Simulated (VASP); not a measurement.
# Ti3O (P6_3/mcm) in VASP: a series of runs, part 2 of 2

VASP 6.6.1.

**3. Relaxation of shape and atoms at fixed volume, PBEsol (12.25 Å³/atom)**

This run uses another cell than the first one, of 12.25 Å³/atom.

INCAR reads:

```
SYSTEM = Ti3O
PREC = Accurate
ENCUT = 600
EDIFF = 1E-7
ISMEAR = 0
SIGMA = 0.1
LREAL = .False.
LASPH = .True.
NELM = 120
ALGO = Normal
ISIF = 4
LWAVE = .False.
LCHARG = .False.
GGA = PS
IBRION = 2
NSW = 50
EDIFFG = -0.01
GGA_COMPAT = .False.
NELMIN = 4
```

KPOINTS reads:

```
Automatic mesh
0
Gamma
  12 12 8
  0 0 0
```

POSCAR reads:

```
Ti3O
1.0
    4.8935813859      0.0000000000      0.0000000000
   -2.4467906929      4.2379657957      0.0000000000
    0.0000000000      0.0000000000      4.7249646875
Ti O
6 2
Direct
    0.0000000000      0.6674444749      0.7500000000
    0.0000000000      0.3325555251      0.2500000000
    0.6674444749      0.0000000000      0.7500000000
    0.6674444749      0.6674444749      0.2500000000
    0.3325555251      0.3325555251      0.7500000000
    0.3325555251      0.0000000000      0.2500000000
    0.0000000000      0.0000000000      0.5000000000
    0.0000000000      0.0000000000      0.0000000000
```

Potentials or basis: VASP PAW PBE potentials, release 64 (Ti_sv, O).

Command:

```console
$ cat potpaw_PBE.64/Ti_sv/POTCAR potpaw_PBE.64/O/POTCAR > POTCAR
$ mpirun -np 1 vasp_std > vasp.out
```

OUTCAR:

```text
SYSTEM = Ti3O
   PREC = Accurate
   ENCUT = 600
   EDIFF = 1E-7
   ISMEAR = 0
   LREAL = .False.
   LASPH = .True.
   NELM = 120
   ISIF = 4
   GGA = PS
   IBRION = 2
   NSW = 50
   EDIFFG = -0.01
   NELMIN = 4

 ion  position               nearest neighbor table
   1  0.000  0.667  0.750-   7 2.01   8 2.01   3 2.82   5 2.82   5 2.83   3 2.83   3 2.83   5 2.83
                             4 2.87   4 2.87   6 2.87   6 2.87   2 2.88   2 2.88
   2  0.000  0.333  0.250-   7 2.01   8 2.01   6 2.82   4 2.82   4 2.83   6 2.83   6 2.83   4 2.83
                             5 2.87   5 2.87   3 2.87   3 2.87   1 2.88   1 2.88
   3  0.667  0.000  0.750-   7 2.01   8 2.01   1 2.82   5 2.82   5 2.83   1 2.83   5 2.83   1 2.83
                             4 2.87   4 2.87   2 2.87   2 2.87   6 2.88   6 2.88
   4  0.667  0.667  0.250-   7 2.01   8 2.01   2 2.82   6 2.82   2 2.83   6 2.83   6 2.83   2 2.83
                             3 2.87   3 2.87   1 2.87   1 2.87   5 2.88   5 2.88
   5  0.333  0.333  0.750-   7 2.01   8 2.01   1 2.82   3 2.82   1 2.83   3 2.83   3 2.83   1 2.83
                             6 2.87   6 2.87   2 2.87   2 2.87   4 2.88   4 2.88
   6  0.333  0.000  0.250-   7 2.01   8 2.01   2 2.82   4 2.82   4 2.83   2 2.83   4 2.83   2 2.83
                             5 2.87   5 2.87   1 2.87   1 2.87   3 2.88   3 2.88
   7  0.000  0.000  0.500-   1 2.01   2 2.01   3 2.01   6 2.01   5 2.01   4 2.01
   8  0.000  0.000  0.000-   1 2.01   2 2.01   3 2.01   6 2.01   5 2.01   4 2.01

  LATTYP: Found a hexagonal cell.
 ALAT       =     4.8935813859
 C/A-ratio  =     0.9655432933
[... 205 lines left out ...]
  Total       11.0710942     11.0710942     11.4334817      0.0000000      0.0000000      0.0000000
  in kB      181.0165567    181.0165567    186.9417291      0.0000000      0.0000000      0.0000000
  external PRESSURE =     182.9916141 kB  Pullay stress =       0.0000000 kB
[... 155 lines left out ...]
--------------------------------------- Ionic step        5  -------------------------------------------

 number of electron      83.9999995 magnetization

 Free energy of the ion-electron system (eV)
  ---------------------------------------------------
  ext. energy  EPLUGINS =         0.00000000
  ---------------------------------------------------
  free energy    TOTEN  =       -70.96474099 eV

  energy without entropy =      -70.94027823  energy(sigma->0) =      -70.95250961

 E-fermi :  10.3642     XC(G=0): -12.6792

 val. band max:       10.3607585009   @ k =   0.3333   0.1667   0.1250
 cond. band min:      10.3651399905   @ k =   0.2500  -0.0000   0.1250
 fundamental gap:      0.0043814896
 Fermi energy:        10.3641926954

 k-point     1 :       0.0000    0.0000    0.0000
  band No.  band energies     occupation
      1     -46.3932      2.00000
      2     -46.2371      2.00000
      3     -46.1733      2.00000
      4     -46.1733      2.00000
      5     -46.1694      2.00000
      6     -46.1694      2.00000
[... 1261 lines left out ...]
     49      11.7117      0.00000
     50      12.0663      0.00000

 [... further k-points ...]

------------------------ aborting loop because EDIFF is reached ----------------------------------------

  FORCE on cell =-STRESS in cart. coord.  units (eV):
  Direction    XX          YY          ZZ          XY          YZ          ZX
  --------------------------------------------------------------------------------------
  -------------------------------------------------------------------------------------
  Total       10.6095642     10.6095642     10.5883891      0.0000000     -0.0000000      0.0000000
  in kB      173.4703676    173.4703676    173.1241471      0.0000000     -0.0000000      0.0000000
  external PRESSURE =     173.3549607 kB  Pullay stress =       0.0000000 kB
[... 23 lines left out ...]
  FREE ENERGIE OF THE ION-ELECTRON SYSTEM (eV)
  ---------------------------------------------------
  free  energy   TOTEN  =       -70.9647409934 eV

  energy  without entropy=      -70.9402782334  energy(sigma->0) =      -70.95250961

 reached required accuracy - stopping structural energy minimisation
```

OSZICAR:

```text
N       E                     dE             d eps       ncg     rms          rms(c)
DAV:   1     0.132767089694E+04    0.13277E+04   -0.45135E+04  9508   0.237E+03
DAV:   2     0.141853109195E+03   -0.11858E+04   -0.11628E+04  9500   0.700E+02
DAV:   3    -0.582216072351E+02   -0.20007E+03   -0.19548E+03 14720   0.236E+02
[... 47 lines left out ...]
DAV:   3    -0.709647305849E+02    0.82449E-03   -0.19402E-03 13122   0.348E-01    0.223E-02
DAV:   4    -0.709647439501E+02   -0.13365E-04   -0.29444E-04 11654   0.134E-01    0.122E-02
DAV:   5    -0.709647410299E+02    0.29202E-05   -0.14256E-05 13822   0.334E-02    0.463E-03
DAV:   6    -0.709647410128E+02    0.17102E-07   -0.45628E-06 13532   0.163E-02    0.148E-03
DAV:   7    -0.709647409934E+02    0.19423E-07   -0.21514E-07  8366   0.458E-03
   5 F= -.70964741E+02 E0= -.70952510E+02  d E =-.943383E-03
```

CONTCAR:

```text
Ti3O
   1.00000000000000
     4.8819146305239451    0.0000000000097408    0.0000000000000000
    -2.4409573152036561    4.2278620891677487    0.0000000000000000
     0.0000000000000000    0.0000000000000000    4.7475750278872786
  Ti              O
     6     2
Direct
     0.9999999999999991    0.6652455339463146    0.7500000000000000
     0.0000000000000010    0.3347544660536855    0.2500000000000000
     0.6652455339463144    0.9999999999999991    0.7500000000000000
     0.6652455339463134    0.6652455339463135    0.2500000000000000
     0.3347544660536866    0.3347544660536865    0.7500000000000000
     0.3347544660536857    0.0000000000000010    0.2500000000000000
     0.0000000000000000    0.0000000000000000    0.5000000000000000
     0.0000000000000000    0.0000000000000000    0.0000000000000000

  0.00000000E+00  0.00000000E+00  0.00000000E+00
  0.00000000E+00  0.00000000E+00  0.00000000E+00
  0.00000000E+00  0.00000000E+00  0.00000000E+00
  0.00000000E+00  0.00000000E+00  0.00000000E+00
  0.00000000E+00  0.00000000E+00  0.00000000E+00
  0.00000000E+00  0.00000000E+00  0.00000000E+00
  0.00000000E+00  0.00000000E+00  0.00000000E+00
  0.00000000E+00  0.00000000E+00  0.00000000E+00
```

It took 40 min on 1 thread of Oxide Virtual Turin-like, shared host; peak memory 0.5 GiB.

Results:

```yaml
Free_energy: -70.9647 eV
Energy_gained_by_relaxing: 1.5 meV/atom
Ionic_steps: 5
Pressure_after_relaxing: 17.3 GPa
Band_gap_on_the_k_mesh: zero (bands 42 and 43 overlap by 0.71 eV)
```

The path:
| step | energy change (eV) | largest force (eV/Å) | pressure (GPa) | volume (Å³) |
| --- | --- | --- | --- | --- |
| 1 | 0.0000 | 0.3440 | 18.30 | 97.99 |
| 2 | -0.0072 | 0.2079 | 16.92 | 97.99 |
| 3 | -0.0109 | 0.0074 | 17.40 | 97.99 |
| 4 | -0.0117 | 0.0030 | 17.37 | 97.99 |
| 5 | -0.0119 | 0.0006 | 17.34 | 97.99 |

Final structure:
```
Ti O
1.0
     4.88191    0.00000    0.00000
    -2.44096    4.22786    0.00000
     0.00000    0.00000    4.74758
Ti O
6 2
Direct
  0.00000 0.66525 0.75000
  0.00000 0.33475 0.25000
  0.66525 0.00000 0.75000
  0.66525 0.66525 0.25000
  0.33475 0.33475 0.75000
  0.33475 0.00000 0.25000
  0.00000 0.00000 0.50000
  0.00000 0.00000 0.00000
```

Caveat: the PAW data sets were made with another functional, which shifts forces and pressure a little.
